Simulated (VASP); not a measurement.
Input of a VASP 6.6.1 run:

Contents of INCAR:

```
PREC = Accurate ; ENCUT = 520
EDIFF = 1E-8 ; ISMEAR = -1
SIGMA = 0.05 ; LREAL = F
LASPH = T ; NELM = 60
ALGO = Normal ; ISIF = 2
LWAVE = F ; LCHARG = F
GGA = PS ; LEFG = T
NBANDS = 29
```

File KPOINTS:

```
regular mesh
0
Gamma
  9 9 9
```

POSCAR

```
TiPt3
1.0
    3.8970000000      0.0389700000      0.0389700000
    0.0389700000      3.8970000000      0.0389700000
    0.0389700000      0.0389700000      3.8970000000
Ti Pt
1 3
Direct
    0.0000000000      0.0000000000      0.0000000000
    0.0000000000      0.5000000000      0.5000000000
    0.5000000000      0.0000000000      0.5000000000
    0.5000000000      0.5000000000      0.0000000000
```

Potentials or basis: VASP PAW PBE potentials, release 64 (Ti_sv, Pt).

The run is started by

```sh
$ cat potpaw_PBE.64/Ti_sv/POTCAR potpaw_PBE.64/Pt/POTCAR > POTCAR
$ mpirun -np 1 vasp_std > vasp.out
```

Task: Estimate the pressure.

Result: 0.6 GPa.

Task: What does it give for the band gap on the k mesh?

Result: Zero (band 21 reaches 13.12 eV, above the bottom of band 22 at 11.62 eV).

Stress tensor (GPa, compression positive):
```
 0.64 -3.11 -3.11
-3.11  0.64 -3.11
-3.11 -3.11  0.64
```

Caveat: the cell differs from its parent crystal (equal xy, yz and zx shear strains of +2 %); without QUAD_EFG the Cq values of the log hold for a quadrupole moment of 1 mb, not for the nuclei; the PAW data sets were made with another functional, which shifts forces and pressure a little; spin-orbit coupling is left out, which moves the levels of the heavy elements.
